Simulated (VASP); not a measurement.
# SiO2 (P4_12_12) in VASP: further runs

SiO2 is run at these levels: RPBE; tasks: single point, relaxation of cell and atoms.

Everything below comes from runs of VASP 6.6.1. Logs are shortened: lines on timing, memory, paths and dates and some standing lists are left out, and cuts for length are marked.

## Step 1: The cell of the first run

Symmetry: P4_12_12, No. 92, tetragonal system. Conventional cell: a = 5.138 Å, b = 5.138 Å, c = 7.184 Å, α = 90.00°, β = 90.00°, γ = 90.00°. Si (site symmetry 2) has 4 O at 1.63 Å within 2.2 Å. O (site symmetry 1) has 2 Si at 1.63 Å within 2.2 Å.

## Step 2: Single point, RPBE

The input, INCAR:

```
SYSTEM = SiO2
  ALGO = Normal
  EDIFF = 1E-6
  ENCUT = 520
  GGA = RP
  ISIF = 2
  ISMEAR = 0
  LASPH = .TRUE.
  LCHARG = .FALSE.
  LREAL = .FALSE.
  LWAVE = .FALSE.
  NBANDS = 44
  NELM = 60
  PREC = Accurate
  SIGMA = 0.01
```

The input, KPOINTS:

```
k-points
0
G
  4 4 3
  0 0 0
```

The input, POSCAR:

```
SiO2
1.0
    5.1375470748      0.0000000000      0.0000000000
    0.0000000000      5.1375470748      0.0000000000
    0.0000000000      0.0000000000      7.1842105320
Si O
4 8
Direct
    0.2902196171      0.2902196171      0.0000000000
    0.2097803829      0.7902196171      0.2500000000
    0.7097803829      0.7097803829      0.5000000000
    0.7902196171      0.2097803829      0.7500000000
    0.2424198351      0.0863953871      0.1708847000
    0.4136046129      0.7424198351      0.4208847000
    0.7575801649      0.9136046129      0.6708847000
    0.5863953871      0.2575801649      0.9208847000
    0.7424198351      0.4136046129      0.5791153000
    0.9136046129      0.7575801649      0.3291153000
    0.2575801649      0.5863953871      0.0791153000
    0.0863953871      0.2424198351      0.8291153000
```

Potentials or basis: VASP PAW PBE potentials, release 64 (Si, O).

The run is started by

```
cat potpaw_PBE.64/Si/POTCAR potpaw_PBE.64/O/POTCAR > POTCAR
mpirun -np 1 vasp_std > vasp.out
```

OUTCAR:

```text
SYSTEM = SiO2
   EDIFF = 1E-6
   ENCUT = 520
   GGA = RP
   ISIF = 2
   ISMEAR = 0
   LASPH = .TRUE.
   LREAL = .FALSE.
   NELM = 60
   PREC = Accurate

 ion  position               nearest neighbor table
   1  0.290  0.290  0.000-   5 1.63  12 1.63  11 1.63   8 1.63
   2  0.210  0.790  0.250-   6 1.63  11 1.63  10 1.63   5 1.63
   3  0.710  0.710  0.500-   7 1.63  10 1.63   9 1.63   6 1.63
   4  0.790  0.210  0.750-   8 1.63   9 1.63   7 1.63  12 1.63
   5  0.242  0.086  0.171-   1 1.63   2 1.63
   6  0.414  0.742  0.421-   2 1.63   3 1.63
   7  0.758  0.914  0.671-   3 1.63   4 1.63
   8  0.586  0.258  0.921-   4 1.63   1 1.63
   9  0.742  0.414  0.579-   4 1.63   3 1.63
  10  0.914  0.758  0.329-   3 1.63   2 1.63
  11  0.258  0.586  0.079-   2 1.63   1 1.63
  12  0.086  0.242  0.829-   1 1.63   4 1.63

  LATTYP: Found a simple tetragonal cell.
 ALAT       =     5.1375470748
 C/A-ratio  =     1.3983736650

  Lattice vectors:

 A1 = (   5.1375470748,   0.0000000000,   0.0000000000)
 A2 = (   0.0000000000,   5.1375470748,   0.0000000000)
 A3 = (   0.0000000000,   0.0000000000,   7.1842105320)

Analysis of symmetry for initial positions (statically):
=====================================================================
 Subroutine PRICEL returns:
 Original cell was already a primitive cell.

 Routine SETGRP: Setting up the symmetry group for a
 simple tetragonal supercell.

 Subroutine GETGRP returns: Found  8 space group operations
 (whereof  2 operations were pure point group operations)
 out of a pool of 16 trial point group operations.

The static configuration has the point symmetry C_2 .
 The point group associated with its full space group is D_4 .

Analysis of symmetry for dynamics (positions and initial velocities):
=====================================================================
 Subroutine PRICEL returns:
 Original cell was already a primitive cell.

 Routine SETGRP: Setting up the symmetry group for a
 simple tetragonal supercell.

 Subroutine GETGRP returns: Found  8 space group operations
 (whereof  2 operations were pure point group operations)
 out of a pool of 16 trial point group operations.

The dynamic configuration has the point symmetry C_2 .
 The point group associated with its full space group is D_4 .

 Subroutine INISYM returns: Found  8 space group operations
 (whereof  2 operations are pure point group operations),
 and found     1 'primitive' translations

----------------------------------------------------------------------------------------

                                     Primitive cell

  volume of cell :     189.6229

  direct lattice vectors                    reciprocal lattice vectors
     5.137547075  0.000000000  0.000000000     0.194645418  0.000000000  0.000000000
     0.000000000  5.137547075  0.000000000     0.000000000  0.194645418  0.000000000
     0.000000000  0.000000000  7.184210532     0.000000000  0.000000000  0.139194139

  length of vectors
     5.137547075  5.137547075  7.184210532     0.194645418  0.194645418  0.139194139

  position of ions in fractional coordinates (direct lattice)
     0.290219617  0.290219617  0.000000000
     0.209780383  0.790219617  0.250000000
     0.709780383  0.709780383  0.500000000
     0.790219617  0.209780383  0.750000000
     0.242419835  0.086395387  0.170884700
     0.413604613  0.742419835  0.420884700
     0.757580165  0.913604613  0.670884700
     0.586395387  0.257580165  0.920884700
     0.742419835  0.413604613  0.579115300
     0.913604613  0.757580165  0.329115300
     0.257580165  0.586395387  0.079115300
     0.086395387  0.242419835  0.829115300

  ion indices of the primitive-cell ions
   primitive index   ion index
                 1           1
                 2           2
                 3           3
                 4           4
                 5           5
                 6           6
                 7           7
                 8           8
                 9           9
                10          10
                11          11
                12          12

----------------------------------------------------------------------------------------

 KPOINTS: k-points

Automatic generation of k-mesh.
 Grid dimensions read from file:
 generate k-points for:    4    4    3

 Generating k-lattice:

  Cartesian coordinates                     Fractional coordinates (reciprocal lattice)
     0.048661355  0.000000000  0.000000000     0.250000000  0.000000000  0.000000000
     0.000000000  0.048661355  0.000000000     0.000000000  0.250000000  0.000000000
     0.000000000  0.000000000  0.046398046     0.000000000  0.000000000  0.333333333

  Length of vectors
     0.048661355  0.048661355  0.046398046

  Shift w.r.t. Gamma in fractional coordinates (k-lattice)
     0.000000000  0.000000000  0.000000000

 Subroutine IBZKPT returns following result:
 ===========================================

 Found     12 irreducible k-points:

 Following reciprocal coordinates:
            Coordinates               Weight
  0.000000  0.000000  0.000000      1.000000
  0.250000  0.000000  0.000000      4.000000
  0.500000  0.000000  0.000000      2.000000
  0.250000  0.250000  0.000000      4.000000
  0.500000  0.250000  0.000000      4.000000
  0.500000  0.500000  0.000000      1.000000
  0.000000  0.000000  0.333333      2.000000
  0.250000  0.000000  0.333333      8.000000
  0.500000  0.000000  0.333333      4.000000
  0.250000  0.250000  0.333333      8.000000
  0.500000  0.250000  0.333333      8.000000
  0.500000  0.500000  0.333333      2.000000
   k-points           NKPTS =     12   k-points in BZ     NKDIM =     12   number of bands    NBANDS=     44
   number of dos      NEDOS =    301   number of ions     NIONS =     12
   total plane-waves  NPLWV =  86400
   dimension x,y,z NGX =    40 NGY =   40 NGZ =   54
   dimension x,y,z NGXF=    80 NGYF=   80 NGZF=  108
   ions per type =               4   8
   NGX,Y,Z   is equivalent  to a cutoff of  12.94, 12.94, 12.50 a.u.
   NGXF,Y,Z  is equivalent  to a cutoff of  25.89, 25.89, 24.99 a.u.
 SYSTEM =  SiO2
   PREC   = accura    normal or accurate (medium, high low for compatibility)
   ISTART =      0    job   : 0-new  1-cont  2-samecut
   ICHARG =      2    charge: 1-file 2-atom 10-const
   ISPIN  =      1    spin polarized calculation?
   LNONCOLLINEAR =      F non collinear calculations
   LSORBIT =      F    spin-orbit coupling
   LASPH  =      T    aspherical Exc in radial PAW
   ENCUT  =  520.0 eV  38.22 Ry    6.18 a.u.   9.55  9.55 13.36*2*pi/ulx,y,z
   NELM   =     60;   NELMIN=  2; NELMDL= -5     # of ELM steps
   EDIFF  = 0.1E-05   stopping-criterion for ELM
   LREAL  =      F    real-space projection
   EDIFFG = 0.1E-04   stopping-criterion for IOM
   NSW    =      0    number of steps for IOM
   IBRION =     -1    ionic relax: 0-MD 1-quasi-New 2-CG
   NFREE  =      0    steps in history (QN), initial steepest desc. (CG)
   ISIF   =      2    stress and relaxation
   ISYM   =      2    0-nonsym 1-usesym 2-fastsym
   POTIM  = 0.5000    time-step for ionic-motion
   TEBEG  =    0.0;   TEEND  =   0.0 temperature during run
   PSTRESS=    0.0 pullay stress
   NELECT =      64.0000    total number of electrons
   NUPDOWN=      -1.0000    fix difference up-down
   EMIN   =  10.00;   EMAX   =-10.00  energy-range for DOS
   EFERMI =   0.00;   METHOD = LEGACY
   ISMEAR =     0;   SIGMA  =   0.01  broadening in eV -4-tet -1-fermi 0-gaus
   EFERMI_NEDOS =   21; number of points for ismear=-14 and -15
   IALGO  =     38    algorithm
   IMIX   =      4    mixing-type and parameters
     AMIX     =   0.40;   BMIX     =  1.00
     AMIX_MAG =   1.60;   BMIX_MAG =  1.00
  volume/ion in A,a.u.               =      15.80       106.64
  Fermi-wavevector in a.u.,A,eV,Ry     =   1.139824  2.153956 17.676683  1.299200
  Thomas-Fermi vector in A             =   2.276527
   LORBIT       =      0    0 simple, 1 ext, 2 COOP (PROOUT), +10 PAW based schemes
   GGA     = RP    functional components
   LHFCALC =     F    Hartree Fock is set to
   AEXX    =    0.0000 exact exchange contribution
   IVDW    =     0    specifies the selected vdW correction
   LEPSILON=     F    determine dielectric tensor
   LRPA    =     F    only Hartree local field effects (RPA)
 non-spin polarized calculation
 Gauss-broadening in eV      SIGMA  =   0.01
  energy-cutoff  :      520.00
  volume of cell :      189.62
 maximum number of plane-waves:      5143
 NGX is ok and might be reduce to    40
   NGX = 19   NGY = 19   NGZ = 27

 number of electron      64.0000030 magnetization

 Free energy of the ion-electron system (eV)
  ---------------------------------------------------
  ext. energy  EPLUGINS =         0.00000000
  ---------------------------------------------------
  free energy    TOTEN  =       -91.30488767 eV

  energy without entropy =      -91.30488767  energy(sigma->0) =      -91.30488767

 E-fermi :  -0.3145     XC(G=0):  -7.6743

 val. band max:       -0.3643277324   @ k =   0.0000   0.0000   0.0000
 cond. band min:       5.1912688859   @ k =   0.0000   0.0000   0.0000
 fundamental gap:      5.5555966183
 Fermi energy:        -0.3145237115

 k-point     1 :       0.0000    0.0000    0.0000
  band No.  band energies     occupation
      1     -19.6658      2.00000
      2     -18.8361      2.00000
      3     -18.8361      2.00000
      4     -17.7539      2.00000
      5     -17.7342      2.00000
      6     -17.7341      2.00000
[... 36 lines left out ...]
     43      10.6618      0.00000
     44      10.7280      0.00000

 k-point     2 :       0.2500    0.0000    0.0000
  band No.  band energies     occupation
      1     -19.5512      2.00000
      2     -18.9614      2.00000
      3     -18.6967      2.00000
      4     -17.9138      2.00000
      5     -17.7594      2.00000
      6     -17.7512      2.00000
[... 36 lines left out ...]
     43      10.6236      0.00000
     44      10.7268      0.00000

 k-point     3 :       0.5000    0.0000    0.0000
  band No.  band energies     occupation
      1     -19.2626      2.00000
      2     -19.2626      2.00000
      3     -18.3314      2.00000
      4     -18.3314      2.00000
      5     -17.7654      2.00000
      6     -17.7654      2.00000
[... 36 lines left out ...]
     43      10.8003      0.00000
     44      10.8108      0.00000

 k-point     4 :       0.2500    0.2500    0.0000
  band No.  band energies     occupation
      1     -19.4338      2.00000
      2     -18.8277      2.00000
      3     -18.8242      2.00000
      4     -18.0804      2.00000
      5     -17.7634      2.00000
      6     -17.7508      2.00000
[... 318 lines left out ...]
     43      10.5204      0.00000
     44      10.6860      0.00000

 k-point    11 :       0.5000    0.2500    0.3333
  band No.  band energies     occupation
      1     -19.1349      2.00000
      2     -19.1349      2.00000
      3     -18.4788      2.00000
      4     -18.4788      2.00000
      5     -17.7622      2.00000
      6     -17.7622      2.00000
[... 36 lines left out ...]
     43      10.7552      0.00000
     44      10.7561      0.00000

 k-point    12 :       0.5000    0.5000    0.3333
  band No.  band energies     occupation
      1     -18.8180      2.00000
      2     -18.8180      2.00000
      3     -18.8144      2.00000
      4     -18.8144      2.00000
      5     -17.7672      2.00000
      6     -17.7672      2.00000
[... 36 lines left out ...]
     43      10.0984      0.00000
     44      10.0984      0.00000

------------------------ aborting loop because EDIFF is reached ----------------------------------------

  FORCE on cell =-STRESS in cart. coord.  units (eV):
  Direction    XX          YY          ZZ          XY          YZ          ZX
  --------------------------------------------------------------------------------------
  -------------------------------------------------------------------------------------
  Total       -0.3316403     -0.3316403     -0.3871236      0.0000000      0.0000000      0.0000000
  in kB       -2.8021226     -2.8021226     -3.2709176      0.0000000      0.0000000      0.0000000
  external PRESSURE =      -2.9583876 kB  Pullay stress =       0.0000000 kB

 VOLUME and BASIS-vectors are now :
 -----------------------------------------------------------------------------
  energy-cutoff  :      520.00
  volume of cell :      189.62
      direct lattice vectors                 reciprocal lattice vectors
     5.137547075  0.000000000  0.000000000     0.194645418  0.000000000  0.000000000
     0.000000000  5.137547075  0.000000000     0.000000000  0.194645418  0.000000000
     0.000000000  0.000000000  7.184210532     0.000000000  0.000000000  0.139194139

 POSITION                                       TOTAL-FORCE (eV/Angst)
 -----------------------------------------------------------------------------------
      1.49102      1.49102      0.00000         0.015645      0.015645     -0.000000
      1.07776      4.05979      1.79605        -0.015645      0.015645     -0.000000
      3.64653      3.64653      3.59211        -0.015645     -0.015645     -0.000000
      4.05979      1.07776      5.38816         0.015645     -0.015645     -0.000000
      1.24544      0.44386      1.22767         0.003033     -0.016703     -0.027196
      2.12491      3.81422      3.02372         0.016703      0.003033     -0.027196
      3.89210      4.69369      4.81978        -0.003033      0.016703     -0.027196
      3.01263      1.32333      6.61583        -0.016703     -0.003033     -0.027196
      3.81422      2.12491      4.16049         0.003033      0.016703      0.027196
      4.69369      3.89210      2.36443         0.016703     -0.003033      0.027196
      1.32333      3.01263      0.56838        -0.003033     -0.016703      0.027196
      0.44386      1.24544      5.95654        -0.016703      0.003033      0.027196
 -----------------------------------------------------------------------------------
    total drift:                               -0.000000      0.000000      0.000000

  FREE ENERGIE OF THE ION-ELECTRON SYSTEM (eV)
  ---------------------------------------------------
  free  energy   TOTEN  =       -91.3048876726 eV

  energy  without entropy=      -91.3048876726  energy(sigma->0) =      -91.30488767
```

Run time: 2.7 min. Hardware: 1 thread of Intel Xeon 8259CL, shared host; peak memory 0.3 GiB.

Results:

```yaml
Free_energy: -91.3049 eV
Pressure: -0.3 GPa
Largest_force: 0.032 eV/Å
Band_gap_on_the_k_mesh: 5.56 eV
```

Forces on the atoms (eV/Å):
```
Si   0.016  0.016  0.000
Si  -0.016  0.016  0.000
Si  -0.016 -0.016  0.000
Si   0.016 -0.016  0.000
O    0.003 -0.017 -0.027
O    0.017  0.003 -0.027
O   -0.003  0.017 -0.027
O   -0.017 -0.003 -0.027
O    0.003  0.017  0.027
O    0.017 -0.003  0.027
O   -0.003 -0.017  0.027
O   -0.017  0.003  0.027
```

Caveat: the PAW data sets were made with another functional, which shifts forces and pressure a little.

## Step 3: Relaxation of cell and atoms, RPBE

This run uses another cell than the first one, of 14.40 Å³/atom.

The input, INCAR:

```
SYSTEM = SiO2
PREC = Accurate
ENCUT = 600
EDIFF = 1E-7
ISMEAR = 0
SIGMA = 0.01
LREAL = .False.
LASPH = .True.
NELM = 60
ALGO = Normal
ISIF = 3
LWAVE = .False.
LCHARG = .False.
GGA = RP
IBRION = 2
NSW = 80
EDIFFG = -0.002
```

The input, KPOINTS:

```
Automatic mesh
0
Gamma
  4 4 3
  0 0 0
```

The input, POSCAR:

```
SiO2
1.0
    4.9820000000      0.0000000000      0.0000000000
    0.0000000000      4.9820000000      0.0000000000
    0.0000000000      0.0000000000      6.9630000000
Si O
4 8
Direct
    0.2989700000      0.2989700000      0.0000000000
    0.2010300000      0.7989700000      0.2500000000
    0.7010300000      0.7010300000      0.5000000000
    0.7989700000      0.2010300000      0.7500000000
    0.2398900000      0.1034700000      0.1781300000
    0.3965300000      0.7398900000      0.4281300000
    0.7601100000      0.8965300000      0.6781300000
    0.6034700000      0.2601100000      0.9281300000
    0.7398900000      0.3965300000      0.5718700000
    0.8965300000      0.7601100000      0.3218700000
    0.2601100000      0.6034700000      0.0718700000
    0.1034700000      0.2398900000      0.8218700000
```

Potentials or basis: VASP PAW PBE potentials, release 64 (Si, O).

The run is started by

```
cat potpaw_PBE.64/Si/POTCAR potpaw_PBE.64/O/POTCAR > POTCAR
mpirun -np 1 vasp_std > vasp.out
```

Run time: 77 min. Hardware: 1 thread of Intel Xeon 8259CL, shared host; peak memory 0.33 GiB.

The run converged. Its results:

- Free energy: -91.3051 eV
- Relaxed volume: 15.79 Å³/atom
- Relaxed cell: a = 5.137 Å, b = 5.137 Å, c = 7.181 Å, α = 90.00°, β = 90.00°, γ = 90.00°
- Space group after relaxing (to 0.1 Å): P4_12_12 (No. 92)
- Energy gained by relaxing: 20.9 meV/atom
- Ionic steps: 63
- Pressure after relaxing: 0.0 GPa
- Band gap on the k mesh: 5.57 eV

Step by step:
| step | energy change (eV) | largest force (eV/Å) | pressure (GPa) | volume (Å³) |
| --- | --- | --- | --- | --- |
| 1 | 0.0000 | 0.5089 | 8.57 | 172.82 |
| 3 | -0.2237 | 0.1572 | 0.08 | 180.85 |
| 5 | -0.2155 | 0.3816 | -0.21 | 181.40 |
| 7 | -0.2276 | 0.0579 | 0.05 | 181.12 |
| 9 | -0.2279 | 0.1736 | -0.14 | 182.91 |
| 11 | -0.2318 | 0.0668 | 0.04 | 182.17 |
| 13 | -0.2372 | 0.1279 | 0.73 | 183.39 |
| 15 | -0.2386 | 0.1014 | 0.68 | 183.68 |
| 17 | -0.2423 | 0.0639 | 0.45 | 185.02 |
| 19 | -0.2426 | 0.1044 | 0.37 | 185.52 |
| 21 | -0.2446 | 0.0650 | -0.12 | 186.61 |
| 23 | -0.2455 | 0.0598 | -0.20 | 186.94 |
| 25 | -0.2499 | 0.0381 | -0.18 | 188.26 |
| 27 | -0.2502 | 0.0441 | -0.17 | 188.71 |
| 29 | -0.2506 | 0.0303 | 0.02 | 188.59 |
| 31 | -0.2509 | 0.0251 | 0.18 | 188.54 |
| 33 | -0.2513 | 0.0077 | -0.01 | 188.97 |
| 35 | -0.2513 | 0.0037 | 0.00 | 188.92 |
| 37 | -0.2513 | 0.0110 | -0.06 | 189.04 |
| 39 | -0.2513 | 0.0057 | -0.03 | 188.99 |
| 41 | -0.2513 | 0.0039 | -0.02 | 189.00 |
| 43 | -0.2513 | 0.0071 | -0.01 | 189.02 |
| 45 | -0.2513 | 0.0048 | 0.00 | 189.02 |
| 47 | -0.2513 | 0.0081 | 0.02 | 189.01 |
| 49 | -0.2513 | 0.0050 | 0.01 | 189.06 |
| 51 | -0.2513 | 0.0096 | -0.01 | 189.29 |
| 53 | -0.2514 | 0.0056 | 0.01 | 189.24 |
| 55 | -0.2514 | 0.0101 | 0.03 | 189.29 |
| 57 | -0.2514 | 0.0060 | 0.03 | 189.35 |
| 59 | -0.2514 | 0.0052 | 0.03 | 189.44 |
| 61 | -0.2514 | 0.0026 | -0.01 | 189.52 |
| 63 | -0.2514 | 0.0020 | 0.00 | 189.52 |

Final structure:
```yaml
crystal:
  lattice:
    - [5.13715, 0.00000, 0.00000]
    - [0.00000, 5.13715, 0.00000]
    - [0.00000, 0.00000, 7.18145]
  atoms:
    - { symbol: Si, position: [0.29006, 0.29006, 0.00000] }
    - { symbol: Si, position: [0.20994, 0.79006, 0.25000] }
    - { symbol: Si, position: [0.70994, 0.70994, 0.50000] }
    - { symbol: Si, position: [0.79006, 0.20994, 0.75000] }
    - { symbol: O, position: [0.24254, 0.08556, 0.17030] }
    - { symbol: O, position: [0.41444, 0.74254, 0.42030] }
    - { symbol: O, position: [0.75746, 0.91444, 0.67030] }
    - { symbol: O, position: [0.58556, 0.25746, 0.92030] }
    - { symbol: O, position: [0.74254, 0.41444, 0.57970] }
    - { symbol: O, position: [0.91444, 0.75746, 0.32970] }
    - { symbol: O, position: [0.25746, 0.58556, 0.07970] }
    - { symbol: O, position: [0.08556, 0.24254, 0.82970] }
```

Levels at points of the mesh, in eV from the valence-band top:
```csv
k point,band 28,band 29,band 30,band 31,band 32,band 33,band 34,band 35,band 36,band 37
"(0.00, 0.00, 0.00)",-1.07,-0.66,-0.22,-0.22,0.00,5.57,8.70,8.70,8.84,8.84
"(0.50, 0.00, 0.00)",-1.01,-0.63,-0.63,-0.42,-0.42,7.49,7.49,9.15,9.15,9.39
"(0.50, 0.50, 0.00)",-1.30,-0.59,-0.59,-0.56,-0.56,8.53,8.53,8.58,8.58,9.84
```

Caveat: the PAW data sets were made with another functional, which shifts forces and pressure a little. RPBE and its kin give volumes clearly too large for solids.
